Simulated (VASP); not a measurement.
Rh: single point with PBE

Rh:

```xyz
1
Lattice="2.5372 0.0000 0.0000 0.0000 2.5372 0.0000 0.0000 0.0000 2.5372" Properties=species:S:1:pos:R:3 pbc="T T T"
Rh    0.0000    0.0000    0.0000
```

| Item | Value |
| --- | --- |
| Program | VASP 6.6.1 |
| Task | single point |
| Functional | PBE |
| Potentials or basis | VASP PAW PBE potentials, release 64 (Rh_pv) |
| Cutoff | 520 eV |
| k mesh | 15 × 15 × 15 |
| Occupations | fermi-dirac, width 0.1 eV |
| Spin | no spin polarisation |

- Pressure: 0.0 GPa

Levels at points of the mesh, in eV from the Fermi level:
```csv
k point,band 5,band 6,band 7,band 8,band 9,band 10,band 11,band 12
"(0.00, 0.00, 0.00)",-5.06,-5.06,0.74,0.74,0.74,16.79,16.79,16.79
```

Run time: 28 s on 1 thread of Intel Xeon 8259CL (shared host), peak memory 0.14 GiB.
